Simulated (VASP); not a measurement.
Runs of VASP 6.6.1 on Mg. The structure is that of space group P6_3/mmc (No. 194), or close to it. The cells are those of the table. 

```csv
task,cell,gap on the mesh (eV),pressure (GPa)
single point,"a = 3.220, b = 3.220, c = 5.228 Å, angles 90.0, 90.0, 120.0°, 2 atoms",none,(a)
electric field gradients,"a = 3.209, b = 3.209, c = 5.106 Å, angles 90.0, 90.0, 120.0°, 2 atoms",none,-2.2
single point,"a = 3.272, b = 3.272, c = 5.313 Å, angles 90.0, 90.0, 120.0°, 2 atoms",none,(b)
single point,"a = 3.188, b = 3.188, c = 5.175 Å, angles 90.0, 90.0, 120.0°, 2 atoms",none,-2.2
electric field gradients,"a = 3.166, b = 3.166, c = 5.140 Å, angles 90.0, 90.0, 120.0°, 2 atoms",none,-1.5
electric field gradients,"a = 3.209, b = 3.209, c = 5.210 Å, angles 90.0, 90.0, 120.0°, 2 atoms",none,-2.8
single point,"a = 3.209, b = 3.209, c = 5.106 Å, angles 90.0, 90.0, 120.0°, 2 atoms",none,-2.2
electric field gradients,"a = 3.209, b = 3.209, c = 5.315 Å, angles 90.0, 90.0, 120.0°, 2 atoms",none,-3.4
```

Alike in all rows: level LDA; potentials or basis VASP PAW LDA potentials, release 64 (Mg); no spin polarisation; k mesh 12 × 12 × 7; cutoff (eV) 520; smearing fermi-dirac 0.05 eV.

**Question.** Estimate the missing entries.

**Answer.** (a) -3.1; (b) -4.3.

A gap of «none» marks levels without a gap at the run's occupations.
